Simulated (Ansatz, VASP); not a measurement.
## Two plane-wave programs on V

```
V
1.0
     2.58754    0.00000    0.00000
    -1.29377    2.24088    0.00000
     0.00000    0.00000    9.06021
V
4
Direct
  0.00000 0.00000 0.00000
  0.00000 0.00000 0.50000
  0.33333 0.66667 0.25000
  0.66667 0.33333 0.75000
```

Alike in both runs: task single point; functional r2SCAN; k mesh 15 × 15 × 4; occupations fermi-dirac, width 0.1 eV; no spin polarisation.

```csv
,VASP,Ansatz
version,VASP 6.6.1,Ansatz 0.2.0
potentials or method,"VASP PAW PBE potentials, release 64 (V_sv), cutoff 520 eV","plane waves (500 eV) with PAW, scalar-relativistic"
valence electrons in the cell,52,52
```

VASP gave:

- pressure (GPa): 8.9
- traceless stress, the component that is largest in VASP (GPa): 0.17

**Question.** Estimate Ansatz's values.

**Answer.** Pressure (GPa): 8.1; traceless stress, the component that is largest in VASP (GPa): 0.24.

VASP's potentials were made for PBE, not for r2SCAN.
